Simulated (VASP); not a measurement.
Input of a VASP 6.6.1 run:

INCAR

```
PREC     = Accurate       # precision mode
ENCUT    = 520            # plane-wave cutoff, eV
EDIFF    = 1E-6           # SCF threshold, eV
ISMEAR   = 0              # smearing method
SIGMA    = 0.1            # smearing width, eV
LREAL    = False          # projectors in reciprocal space
LASPH    = True           # aspherical terms in the spheres
NELM     = 100            # most SCF steps
ALGO     = Fast           # electronic algorithm
ISIF     = 2              # what is computed and relaxed
LWAVE    = False          # write WAVECAR
LCHARG   = False          # write CHGCAR
LDIPOL   = True         
IDIPOL   = 3            
DIPOL    = 0.5 0.5 0.500
GGA      = CA             # functional
IBRION   = 2              # ionic algorithm
NSW      = 70             # ionic steps
EDIFFG   = -0.03          # ionic threshold
```

Contents of KPOINTS:

```
Automatic mesh
0
Gamma
  9 9 1
```

POSCAR

```
Ta
1.0
    4.6002247516      0.0000000000      0.0000000000
   -2.3001123758      3.9839114980      0.0000000000
    0.0000000000      0.0000000000     18.6950847265
Ta
6
Selective dynamics
Direct
    0.6666666667      0.3333333333      0.3744299693  F F F
    0.3333333333      0.6666666667      0.4246579816  F F F
    0.0000000000      0.0000000000      0.4748859939  F F F
    0.6666666667      0.3333333333      0.5251140061  T T T
    0.3333333333      0.6666666667      0.5753420184  T T T
    0.0000000000      0.0000000000      0.6255700307  T T T
```

Potentials or basis: VASP PAW LDA potentials, release 64 (Ta_pv).

Command:

```sh
$ cat potpaw_LDA.64/Ta_pv/POTCAR > POTCAR
$ mpirun -np 1 vasp_std > vasp.out
```

Estimate the band gap on the k mesh.

zero (bands 33 and 34 overlap by 0.06 eV).

Predict the energy gained by relaxing.

72.2 meV/atom.

The path:
```
step  energy change (eV)  largest force on free atoms (eV/Å)  pressure (GPa)
   1              0.0000                              2.4067           -5.16
   2             -0.2503                              1.5215           -4.42
   3             -0.3706                              0.7953           -3.32
   4             -0.4042                              0.4407           -2.96
   5             -0.4150                              0.5423           -2.61
   6             -0.4305                              0.1929           -2.47
   7             -0.4329                              0.0695           -2.39
   8             -0.4329                              0.0717           -2.38
   9             -0.4331                              0.0255           -2.32
```

Caveat: spin-orbit coupling is left out, which moves the levels of the heavy elements.
